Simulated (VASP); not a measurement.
Here is a VASP 6.6.1 calculation.

The input INCAR:

```
PREC     = Accurate       # precision mode
ENCUT    = 600            # plane-wave cutoff, eV
EDIFF    = 1E-6           # SCF threshold, eV
ISMEAR   = 0              # smearing method
SIGMA    = 0.1            # smearing width, eV
LREAL    = False          # projectors in reciprocal space
LASPH    = True           # aspherical terms in the spheres
NELM     = 100            # most SCF steps
ALGO     = Fast           # electronic algorithm
ISIF     = 3              # what is computed and relaxed
LWAVE    = False          # write WAVECAR
LCHARG   = False          # write CHGCAR
GGA      = PE             # functional
IBRION   = 2              # ionic algorithm
NSW      = 80             # ionic steps
EDIFFG   = -0.01          # ionic threshold
```

Contents of KPOINTS:

```
Automatic mesh
0
Gamma
  10 10 10
```

The input POSCAR:

```
Zr3Mn
1.0
    4.3732200000      0.0000000000      0.0000000000
    0.0000000000      4.3732200000      0.0000000000
    0.0000000000      0.0000000000      4.3732200000
Zr Mn
3 1
Direct
    0.0000000000      0.5000000000      0.5000000000
    0.5000000000      0.0000000000      0.5000000000
    0.5000000000      0.5000000000      0.0000000000
    0.0000000000      0.0000000000      0.0000000000
```

Potentials or basis: VASP PAW PBE potentials, release 64 (Zr_sv, Mn_pv).

Run with:

```console
$ cat potpaw_PBE.64/Zr_sv/POTCAR potpaw_PBE.64/Mn_pv/POTCAR > POTCAR
$ mpirun -np 1 vasp_std > vasp.out
```

Task: What does it give for the band gap on the k mesh?

Result: Zero (an odd number of electrons rules out a gap without spin polarisation).

Task: What does it give for the relaxed volume?

Result: 19.79 Å³/atom.

Task: Estimate the relaxed cell.

Result: a = 4.294 Å, b = 4.294 Å, c = 4.294 Å, α = 90.00°, β = 90.00°, γ = 90.00°.

The path:
```tsv
step	energy change (eV)	largest force (eV/Å)	pressure (GPa)	volume (Å³)
1	0.0000	0.0000	-5.23	83.64
2	0.1156	0.0000	5.03	75.65
3	-0.0704	0.0000	-0.20	79.30
4	-0.0828	0.0000	-0.04	79.15
```

Caveat: the run has no spin polarisation, though such a crystal can be magnetic. Spin polarisation is off, so any magnetic state and its effect on volume and gap are missing.
